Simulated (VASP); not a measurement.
Set up this calculation in VASP 6.6.1, as the native input.

```
Task                   : single point
Functional             : PBE
Potentials or basis    : VASP PAW PBE potentials, release 64 (K_sv, Sr_sv, Ag)
Cutoff                 : 520 eV
k mesh                 : 4 × 4 × 4
Occupations            : gaussian, width 0.1 eV
Spin                   : no spin polarisation
Dipole correction      : no
Further INCAR settings : ALGO = Normal; EDIFF = 1e-07; NBANDS = 44
```

The structure of K3SrAg3 lies in POSCAR:

```
K3SrAg3
1.0
    5.9537790200      0.0000000000      0.0000000000
    0.0000000000      5.9537790200      0.0000000000
    0.0000000000      0.0000000000      5.9537790200
K Sr Ag
3 1 3
Direct
    0.0000000000      0.5000000000      0.5000000000
    0.5000000000      0.5000000000      0.0000000000
    0.5000000000      0.0000000000      0.5000000000
    0.5000000000      0.5000000000      0.5000000000
    0.0000000000      0.5000000000      0.0000000000
    0.5000000000      0.0000000000      0.0000000000
    0.0000000000      0.0000000000      0.5000000000
```

The cell was generated, and may not be a known phase.

The input as run:

INCAR

```
SYSTEM = K3SrAg3
  ALGO = Normal
  EDIFF = 1E-7
  ENCUT = 520
  GGA = PE
  ISIF = 2
  ISMEAR = 0
  LASPH = .True.
  LCHARG = .False.
  LREAL = .False.
  LWAVE = .False.
  NBANDS = 44
  NELM = 100
  PREC = Accurate
  SIGMA = 0.1
```

KPOINTS

```
k-points
0
Gamma
  4 4 4
  0 0 0
```

Potentials or basis: VASP PAW PBE potentials, release 64 (K_sv, Sr_sv, Ag).

The run is started by

```sh
$ cat potpaw_PBE.64/K_sv/POTCAR potpaw_PBE.64/Sr_sv/POTCAR potpaw_PBE.64/Ag/POTCAR > POTCAR
$ mpirun -np 1 vasp_std > vasp.out
```

Results of the run:

* Pressure: 9.2 GPa
* Band gap on the k mesh: zero (bands 35 and 36 overlap by 0.55 eV)

Caveat: the cell stands under pressure.

Run time: 2.8 min on 1 thread of Intel Xeon 8259CL, with other jobs on the host, peak memory 0.37 GiB.
